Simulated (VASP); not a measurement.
Runs of VASP 6.6.1 on Ru. It takes space group P6_3/mmc (No. 194, hexagonal). The conventional cell has a = 2.706 Å, b = 2.706 Å, c = 4.282 Å, α = 90.00°, β = 90.00°, γ = 120.00°. Within 3.5 Å of Ru (site symmetry -6m2) lie 12 Ru at 2.65 to 2.71 Å. 

```csv
k mesh,gap on the mesh (eV),pressure (GPa)
9 × 9 × 5,none,(a)
8 × 8 × 4,none,4.3
12 × 12 × 7,none,4.3
4 × 4 × 3,none,3.8
3 × 3 × 2,none,13.0
6 × 6 × 3,none,5.1
```

Alike in all rows: task single point; level PBE; potentials or basis VASP PAW PBE potentials, release 64 (Ru_pv); no spin polarisation; cell as given; cutoff (eV) 500; smearing methfessel-paxton 0.15 eV.

Problem. Estimate the missing entries.

Solution. (a) 4.2.

Caveats: some runs use coarse meshes.

A k mesh can miss the band edges, and the runs leave out spin-orbit coupling on Ru.

A gap of «none» marks levels without a gap at the run's occupations.
